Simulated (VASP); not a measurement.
Input of a VASP 6.6.1 run:

Contents of POSCAR:

```
Li
1.0
   -1.9644074722      1.9644074722      1.3888360828
    1.9644074722     -1.9644074722      1.3888360828
    1.9644074722      1.9644074722     -1.3888360828
Li
1
Direct
    0.0000000000      0.0000000000      0.0000000000
```

Contents of INCAR.step1:

```
PREC = Accurate
ENCUT = 520
ISMEAR = 0
SIGMA = 0.15
LREAL = False
LASPH = True
NELM = 80
NBANDS = 8
GGA = PE
ALGO = Normal
EDIFF = 1E-4
LWAVE = True
LCHARG = False
```

Contents of INCAR.step2:

```
PREC = Accurate
ENCUT = 520
EDIFF = 1E-6
ISMEAR = 0
SIGMA = 0.15
LREAL = False
LASPH = True
NELM = 80
ALGO = Normal
ISIF = 2
LWAVE = False
LCHARG = False
METAGGA = R2SCAN
LMIXTAU = True
NBANDS = 8
ISTART = 1
```

KPOINTS

```
regular mesh
0
Gamma
  22 22 22
```

Potentials or basis: VASP PAW PBE potentials, release 64 (Li_sv).

The run is started by

```console
$ cat potpaw_PBE.64/Li_sv/POTCAR > POTCAR
$ cp INCAR.step1 INCAR
$ mpirun -np 1 vasp_std > vasp.out
$ cp INCAR.step2 INCAR
$ mpirun -np 1 vasp_std > vasp.out
```

Question: Estimate the band gap on the k mesh.

Answer: Zero (an odd number of electrons rules out a gap without spin polarisation).
